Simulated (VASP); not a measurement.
TlSi: single point with PBE

TlSi:

```
CELL_PARAMETERS angstrom
3.56110 0.00000 0.00000
0.00000 3.56110 0.00000
0.00000 0.00000 3.56110
ATOMIC_POSITIONS crystal
Tl 0.00000 0.00000 0.00000
Si 0.50000 0.50000 0.50000
```

```
Program                : VASP 6.6.1
Task                   : single point
Functional             : PBE
Potentials or basis    : VASP PAW PBE potentials, release 64 (Tl_d, Si)
Cutoff                 : 500 eV
k mesh                 : 6 × 6 × 6
Occupations            : gaussian, width 0.1 eV
Spin                   : no spin polarisation
Dipole correction      : no
Further INCAR settings : ALGO = Normal; EDIFF = 1e-06; NBANDS = 16
```

The pressure is 2.1 GPa.

Levels at points of the mesh, in eV from the Fermi level:
| k point | band 5 | band 6 | band 7 | band 8 | band 9 | band 10 | band 11 | band 12 | band 13 | band 14 |
| --- | --- | --- | --- | --- | --- | --- | --- | --- | --- | --- |
| (0.00, 0.00, 0.00) | -11.28 | -11.28 | -1.30 | 0.15 | 0.15 | 0.15 | 4.90 | 4.90 | 10.40 | 10.40 |
| (0.50, 0.00, 0.00) | -11.26 | -8.47 | -7.82 | 2.51 | 2.51 | 3.28 | 3.61 | 4.65 | 4.65 | 5.37 |
| (0.50, 0.50, 0.00) | -11.08 | -5.85 | -5.28 | -4.10 | -4.10 | 2.78 | 7.06 | 7.06 | 7.94 | 7.98 |
| (0.50, 0.50, 0.50) | -11.07 | -5.32 | -3.20 | -0.81 | -0.81 | -0.81 | -0.30 | -0.30 | -0.30 | 16.43 |

Run time: 18 s on 1 thread of Intel Xeon 8259CL, with other jobs on the host, peak memory 0.16 GiB.

Caveat: spin-orbit coupling is left out, which moves the levels of the heavy elements.
